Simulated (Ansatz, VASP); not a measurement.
Two plane-wave programs on K

```
K
1.0
     7.50462    0.00000    0.00000
    -3.75231    6.49919    0.00000
     0.00000    0.00000    4.54082
K
3
Direct
  0.33333 0.66667 0.50000
  0.00000 0.00000 0.00000
  0.66667 0.33333 0.50000
```

Alike in both runs: functional PBE; k mesh 9 × 9 × 10; occupations gaussian, width 0.1 eV; no spin polarisation.

Ansatz relaxed the structure, and its values are those at the end. VASP's run is a single point on that final structure, the one shown.

|  | VASP | Ansatz |
| --- | --- | --- |
| version | VASP 6.6.1 | Ansatz 0.2.0 |
| potentials or method | VASP PAW PBE potentials, release 64 (K_sv), cutoff 520 eV | scalar-relativistic, plane waves, PAW |
| valence electrons in the cell | 27 | 27 |

```tsv
	VASP	Ansatz	Ansatz less VASP
gap on the k mesh at the Fermi level (eV)	none	none	-
pressure (GPa)	0.0	0.0	+0.01
```

A gap of «none» marks a metal or a gap that the smearing closes. The functional is the same, so the differences come from potentials, cutoffs and numerics.
